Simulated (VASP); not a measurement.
A run of VASP 6.6.1 is set up as follows.

File INCAR:

```
SYSTEM = Tb5C
PREC     = Accurate       ! precision mode
ENCUT    = 600            ! plane-wave cutoff, eV
EDIFF    = 1E-6           ! SCF threshold, eV
ISMEAR   = 0              ! smearing method
SIGMA    = 0.1            ! smearing width, eV
LREAL    = .False.        ! projectors in reciprocal space
LASPH    = .True.         ! aspherical terms in the spheres
NELM     = 200            ! most SCF steps
ALGO     = Normal         ! electronic algorithm
ISIF     = 2              ! what is computed and relaxed
LWAVE    = .False.        ! write WAVECAR
LCHARG   = .False.        ! write CHGCAR
GGA      = PE             ! functional
NBANDS   = 34             ! bands
GGA_COMPAT= .False.      
LMAXMIX  = 6              ! l up to which the mixer works
```

KPOINTS

```
Automatic mesh
0
Gamma
  4 4 4
  0 0 0
```

File POSCAR:

```
Tb5C
1.0
    0.0000000000      4.4429831677      4.4429831677
    4.4429831677      0.0000000000      4.4429831677
    4.4429831677      4.4429831677      0.0000000000
Tb C
5 1
Direct
    0.3750677624      0.3750677624      0.8747967129
    0.3750677624      0.8747967129      0.3750677624
    0.8747967129      0.3750677624      0.3750677624
    0.3750677624      0.3750677624      0.3750677624
    0.7500000000      0.7500000000      0.7500000000
    0.0000000000      0.0000000000      0.0000000000
```

Potentials or basis: VASP PAW PBE potentials, release 64 (Tb_3, C), 4f in core.

Launch:

```console
$ cat potpaw_PBE.64/Tb_3/POTCAR potpaw_PBE.64/C/POTCAR > POTCAR
$ mpirun -np 1 vasp_std > vasp.out
```

(1) Predict the band gap on the k mesh.

(2) Predict the largest force.

## Answers

(1) zero (an odd number of electrons rules out a gap without spin polarisation).

(2) 0.014 eV/Å.

Caveat: spin-orbit coupling is left out, which moves the levels of the heavy elements; the 4f electrons are frozen in the core, so they carry no moment and show no levels.
